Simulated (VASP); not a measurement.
The system is Mg.

```
Mg
1.0
     3.20930    0.00000    0.00000
    -1.60465    2.77934    0.00000
     0.00000    0.00000    5.15820
Mg
2
Direct
  0.66667 0.33333 0.75000
  0.33333 0.66667 0.25000
```

Base run:

| Quantity | Value |
| --- | --- |
| Program | VASP 6.6.1 |
| Functional | PBEsol |
| Potentials or basis | VASP PAW PBE potentials, release 64 (Mg) |
| Cutoff | 520 eV |
| k mesh | 8 × 8 × 5 |
| Occupations | fermi-dirac, width 0.05 eV |
| Spin | no spin polarisation |

Its results: band gap on the k mesh zero (band 2 reaches 3.55 eV, above the bottom of band 3 at 1.44 eV); pressure -0.8 GPa.

Question: The run is repeated on the same cell with these changes: functional from PBEsol to PBE; further incar settings from ALGO = Fast; EDIFF = 1e-06; NBANDS = 9 to ALGO = Normal; EDIFF = 1e-06; NBANDS = 9. What comes out?

Answer: Band gap on the k mesh zero (band 2 reaches 3.59 eV, above the bottom of band 3 at 1.48 eV); pressure -0.2 GPa.

Caveats: the PAW data sets were made with another functional, which shifts forces and pressure a little (some runs).
